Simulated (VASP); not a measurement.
# BN (P6_3mc) in VASP: notebook, part 2 of 2

VASP 6.6.1. Earlier steps stand in the parts before.

## 3. Single point, PBE

Input file INCAR:

```
SYSTEM = BN
ALGO = Normal
EDIFF = 1E-6
ENCUT = 600
GGA = PE
GGA_COMPAT = .False.
ISIF = 2
ISMEAR = 0
LASPH = .True.
LCHARG = .False.
LREAL = .False.
LWAVE = .False.
NBANDS = 16
NELM = 120
PREC = Accurate
SIGMA = 0.01
```

Input file KPOINTS:

```
k-points
0
Gamma
  12 12 6
  0 0 0
```

Input file POSCAR:

```
BN
1.0
    2.5369239050      0.0000000000      0.0000000000
   -1.2684619525      2.1970405492      0.0000000000
    0.0000000000      0.0000000000      4.1959421390
B N
2 2
Direct
    0.6666666667      0.3333333333      0.0002756806
    0.3333333333      0.6666666667      0.5002756806
    0.6666666667      0.3333333333      0.3747243194
    0.3333333333      0.6666666667      0.8747243194
```

Potentials or basis: VASP PAW PBE potentials, release 64 (B, N).

On the command line:

```
cat potpaw_PBE.64/B/POTCAR potpaw_PBE.64/N/POTCAR > POTCAR
mpirun -np 1 vasp_std > vasp.out
```

OUTCAR:

```text
SYSTEM = BN
   EDIFF = 1E-6
   ENCUT = 600
   GGA = PE
   ISIF = 2
   ISMEAR = 0
   LASPH = .True.
   LREAL = .False.
   NELM = 120
   PREC = Accurate

 ion  position               nearest neighbor table
   1  0.667  0.333  0.000-   4 1.56   4 1.56   4 1.56   3 1.57
   2  0.333  0.667  0.500-   3 1.56   3 1.56   3 1.56   4 1.57
   3  0.667  0.333  0.375-   2 1.56   2 1.56   2 1.56   1 1.57
   4  0.333  0.667  0.875-   1 1.56   1 1.56   1 1.56   2 1.57

  LATTYP: Found a hexagonal cell.
[... 649 lines left out ...]
     15      23.8444      0.00000
     16      24.1446      0.00000

 [... further k-points ...]
[... 5 lines left out ...]
  --------------------------------------------------------------------------------------
  -------------------------------------------------------------------------------------
  Total        1.1659196      1.1659196      1.1616640      0.0000000      0.0000000      0.0000000
  in kB       79.8737663     79.8737663     79.5822326      0.0000000      0.0000000      0.0000000
  external PRESSURE =      79.7765884 kB  Pullay stress =       0.0000000 kB

 VOLUME and BASIS-vectors are now :
 -----------------------------------------------------------------------------
  energy-cutoff  :      600.00
  volume of cell :       23.39
      direct lattice vectors                 reciprocal lattice vectors
     2.536923905  0.000000000  0.000000000     0.394178161  0.227578867  0.000000000
    -1.268461953  2.197040549  0.000000000     0.000000000  0.455157735  0.000000000
     0.000000000  0.000000000  4.195942139     0.000000000  0.000000000  0.238325498

 POSITION                                       TOTAL-FORCE (eV/Angst)
 -----------------------------------------------------------------------------------
      1.26846      0.73235      0.00116         0.000000      0.000000      0.000713
     -0.00000      1.46469      2.09913         0.000000      0.000000      0.000713
      1.26846      0.73235      1.57232        -0.000000      0.000000     -0.000713
     -0.00000      1.46469      3.67029         0.000000     -0.000000     -0.000713
 -----------------------------------------------------------------------------------
    total drift:                               -0.000000     -0.000000     -0.000414

  FREE ENERGIE OF THE ION-ELECTRON SYSTEM (eV)
  ---------------------------------------------------
  free  energy   TOTEN  =       -34.8265407072 eV

  energy  without entropy=      -34.8265407072  energy(sigma->0) =      -34.82654071
```

OSZICAR:

```text
N       E                     dE             d eps       ncg     rms          rms(c)
DAV:   1     0.491137056420E+02    0.49114E+02   -0.92025E+03  2432   0.110E+03
DAV:   2    -0.340187952388E+02   -0.83133E+02   -0.77381E+02  3448   0.265E+02
DAV:   3    -0.367974408799E+02   -0.27786E+01   -0.27693E+01  2904   0.451E+01
DAV:   4    -0.368047920686E+02   -0.73512E-02   -0.73506E-02  2880   0.255E+00
DAV:   5    -0.368048106551E+02   -0.18587E-04   -0.18586E-04  2848   0.121E-01    0.955E+00
DAV:   6    -0.349980652125E+02    0.18067E+01   -0.22423E+00  3144   0.144E+01    0.453E+00
DAV:   7    -0.348555711728E+02    0.14249E+00   -0.33981E-01  3152   0.478E+00    0.275E+00
DAV:   8    -0.348274826536E+02    0.28089E-01   -0.53399E-02  2800   0.190E+00    0.261E-01
DAV:   9    -0.348262555786E+02    0.12271E-02   -0.19902E-03  2840   0.584E-01    0.138E-01
DAV:  10    -0.348265343961E+02   -0.27882E-03   -0.50037E-04  2888   0.181E-01    0.259E-02
DAV:  11    -0.348265397483E+02   -0.53522E-05   -0.33074E-05  3016   0.582E-02    0.149E-02
DAV:  12    -0.348265407072E+02   -0.95887E-06   -0.57958E-06  2928   0.248E-02
   1 F= -.34826541E+02 E0= -.34826541E+02  d E =-.158756E-89
```

stdout:

```text
POSCAR found type information on POSCAR B N
 POSCAR found :  2 types and       4 ions
 scaLAPACK will be used
 LDA part: xc-table for (Slater+PW92), standard interpolation
 POSCAR, INCAR and KPOINTS ok, starting setup
 FFT: planning ... GRIDC
 FFT: planning ... GRID_SOFT
 FFT: planning ... GRID
 WAVECAR not read
 entering main loop
```

Wall time 18 s (1 thread of Intel Xeon 6975P-C, shared host); peak memory 0.15 GiB.

Results:

| Property | Result |
| --- | --- |
| Free energy | -34.8265 eV |
| Pressure | 8.0 GPa |
| Band gap on the k mesh | 5.17 eV, indirect (least direct gap 8.33 eV) |

## 4. Relaxation of shape and atoms at fixed volume, PBE

Input file INCAR:

```
PREC = Accurate
ENCUT = 600
EDIFF = 1E-7
ISMEAR = 0
SIGMA = 0.01
LREAL = False
LASPH = True
NELM = 120
ALGO = Normal
ISIF = 4
LWAVE = False
LCHARG = False
GGA = PE
IBRION = 2
NSW = 80
EDIFFG = -0.01
GGA_COMPAT = False
NELMIN = 4
```

Input file KPOINTS:

```
Automatic mesh
0
Gamma
  12 12 6
```

Input file POSCAR:

```
BN
1.0
    2.5360000000      0.0000000000      0.0000000000
   -1.2680000000      2.1962404200      0.0000000000
    0.0000000000      0.0000000000      4.1990000000
B N
2 2
Direct
    0.6666666667      0.3333333333      0.0000000000
    0.3333333333      0.6666666667      0.5000000000
    0.6666666667      0.3333333333      0.3750000000
    0.3333333333      0.6666666667      0.8750000000
```

Potentials or basis: VASP PAW PBE potentials, release 64 (B, N).

On the command line:

```
cat potpaw_PBE.64/B/POTCAR potpaw_PBE.64/N/POTCAR > POTCAR
mpirun -np 1 vasp_std > vasp.out
```

OUTCAR:

```text
PREC = Accurate
   ENCUT = 600
   EDIFF = 1E-7
   ISMEAR = 0
   LREAL = False
   LASPH = True
   NELM = 120
   ISIF = 4
   GGA = PE
   IBRION = 2
   NSW = 80
   EDIFFG = -0.01
   NELMIN = 4

 ion  position               nearest neighbor table
   1  0.667  0.333  0.000-   4 1.56   4 1.56   4 1.56   3 1.57
   2  0.333  0.667  0.500-   3 1.56   3 1.56   3 1.56   4 1.57
   3  0.667  0.333  0.375-   2 1.56   2 1.56   2 1.56   1 1.57
   4  0.333  0.667  0.875-   1 1.56   1 1.56   1 1.56   2 1.57

  LATTYP: Found a hexagonal cell.
 ALAT       =     2.5360000000
 C/A-ratio  =     1.6557570978

  Lattice vectors:

 A1 = (   2.5360000000,   0.0000000000,   0.0000000000)
 A2 = (  -1.2680000000,   2.1962404200,   0.0000000000)
 A3 = (   0.0000000000,   0.0000000000,   4.1990000000)
[... 269 lines left out ...]

 val. band max:        7.6920037517   @ k =   0.0000   0.0000   0.0000
 cond. band min:      12.8551322385   @ k =   0.3333   0.3333   0.0000
 fundamental gap:      5.1631284868
 Fermi energy:         7.7800643735

 k-point     1 :       0.0000    0.0000    0.0000
  band No.  band energies     occupation
      1     -12.8379      2.00000
      2      -8.6368      2.00000
      3      -3.3321      2.00000
      4       5.5440      2.00000
      5       5.5440      2.00000
      6       7.4083      2.00000
      7       7.6920      2.00000
      8       7.6920      2.00000
      9      16.1052      0.00000
     10      16.1052      0.00000
     11      16.3589      0.00000
     12      17.3522      0.00000
[... 331 lines left out ...]
 k-point    24 :       0.3333    0.0000    0.1667
  band No.  band energies     occupation
      1     -10.3705      2.00000
      2      -7.5791      2.00000
      3      -1.2049      2.00000
      4       0.2539      2.00000
      5       1.6752      2.00000
      6       3.3491      2.00000
      7       5.1641      2.00000
      8       5.7665      2.00000
      9      14.6070      0.00000
     10      16.0738      0.00000
     11      18.6741      0.00000
     12      18.7909      0.00000

 [... further k-points ...]
[... 5 lines left out ...]
  --------------------------------------------------------------------------------------
  -------------------------------------------------------------------------------------
  Total        1.1714997      1.1714997      1.1453332      0.0000000      0.0000000     -0.0000000
  in kB       80.2560439     80.2560436     78.4634558      0.0000000      0.0000000     -0.0000000
  external PRESSURE =      79.6585144 kB  Pullay stress =       0.0000000 kB
[... 19 lines left out ...]
  FREE ENERGIE OF THE ION-ELECTRON SYSTEM (eV)
  ---------------------------------------------------
  free  energy   TOTEN  =       -34.8265479779 eV

  energy  without entropy=      -34.8265479779  energy(sigma->0) =      -34.82654798

 reached required accuracy - stopping structural energy minimisation
```

CONTCAR:

```text
BN
   1.00000000000000
     2.5367977236290105    0.0000000000000000    0.0000000000000000
    -1.2683988618145052    2.1969312688740414   -0.0000000000000000
     0.0000000000000000    0.0000000000000000    4.1963595729025407
  B               N
     2     2
Direct
     0.6666666667000030    0.3333333332999970    0.0002954474484484
     0.3333333332999970    0.6666666667000030    0.5002954474484484
     0.6666666667000030    0.3333333332999970    0.3747045525515516
     0.3333333332999970    0.6666666667000030    0.8747045525515516

  0.00000000E+00  0.00000000E+00  0.00000000E+00
  0.00000000E+00  0.00000000E+00  0.00000000E+00
  0.00000000E+00  0.00000000E+00  0.00000000E+00
  0.00000000E+00  0.00000000E+00  0.00000000E+00
```

It took 28 s on 1 thread of Intel Xeon 6975P-C, shared host; peak memory 0.15 GiB.

What came out:

* Free energy: -34.8265 eV
* Energy gained by relaxing: 0.0 meV/atom
* Ionic steps: 3
* Pressure after relaxing: 8.0 GPa
* Largest force after relaxing: 0.003 eV/Å
* Band gap on the k mesh: 5.16 eV, indirect (least direct gap 8.33 eV)

Forces on the atoms (eV/Å):
```
B    0.000  0.000 -0.003
B    0.000  0.000 -0.003
N    0.000  0.000  0.003
N    0.000  0.000  0.003
```

The path:
```tsv
step	energy change (eV)	largest force (eV/Å)	pressure (GPa)	volume (Å³)
1	0.0000	0.0578	7.99	23.39
2	0.0001	0.0807	7.94	23.39
3	-0.0002	0.0031	7.97	23.39
```

Final structure:
```yaml
crystal:
  lattice:
    - [2.53680, 0.00000, 0.00000]
    - [-1.26840, 2.19693, 0.00000]
    - [0.00000, 0.00000, 4.19636]
  atoms:
    - { symbol: B, position: [0.66667, 0.33333, 0.00030] }
    - { symbol: B, position: [0.33333, 0.66667, 0.50030] }
    - { symbol: N, position: [0.66667, 0.33333, 0.37470] }
    - { symbol: N, position: [0.33333, 0.66667, 0.87470] }
```
